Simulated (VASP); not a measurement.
Wanted: the native input for a VASP 6.6.1 run.

| Property | Result |
| --- | --- |
| Task | single point |
| Functional | PBE |
| Potentials or basis | VASP PAW PBE potentials, release 64 (Si) |
| Cutoff | 520 eV |
| k mesh | 12 × 12 × 12 |
| Occupations | gaussian, width 0.05 eV |
| Spin | no spin polarisation |
| Dipole correction | no |
| Further INCAR settings | ALGO = Normal; EDIFF = 1e-06; NBANDS = 16 |

The structure of Si lies in POSCAR:

```
Si
1.0
   -3.1257396723      3.1257396723      2.0345439527
    3.1257396723     -3.1257396723      2.0345439527
    3.1257396723      3.1257396723     -2.0345439527
Si
4
Direct
    0.1786105079      0.1786105079      0.3572210158
    0.8213894921      0.8213894921      0.6427789842
    0.1786105079      0.8213894921      0.0000000000
    0.8213894921      0.1786105079      0.0000000000
```

The input as run:

INCAR

```
SYSTEM = Si
PREC = Accurate
ENCUT = 520
EDIFF = 1E-6
ISMEAR = 0
SIGMA = 0.05
LREAL = .False.
LASPH = .True.
NELM = 100
ALGO = Normal
ISIF = 2
LWAVE = .False.
LCHARG = .False.
GGA = PE
NBANDS = 16
```

KPOINTS

```
Automatic mesh
0
Gamma
  12 12 12
  0 0 0
```

Potentials or basis: VASP PAW PBE potentials, release 64 (Si).

Run with:

```console
$ cat potpaw_PBE.64/Si/POTCAR > POTCAR
$ mpirun -np 1 vasp_std > vasp.out
```

Results of the run:

```yaml
Pressure: 9.0 GPa
Largest_force: 2.087 eV/Å
Band_gap_on_the_k_mesh: zero (bands 8 and 9 overlap by 0.43 eV)
```

Caveat: the stress differs along the axes, from -6 to 17 GPa; semilocal functionals underestimate gaps, and a narrow one can read as zero; forces of over 1 eV/Å act on the atoms, so gaps and moduli don't describe the material at rest.

Wall time 5.8 min on 1 thread of Intel Xeon 8259CL, with other jobs on the host, peak memory 0.26 GiB.
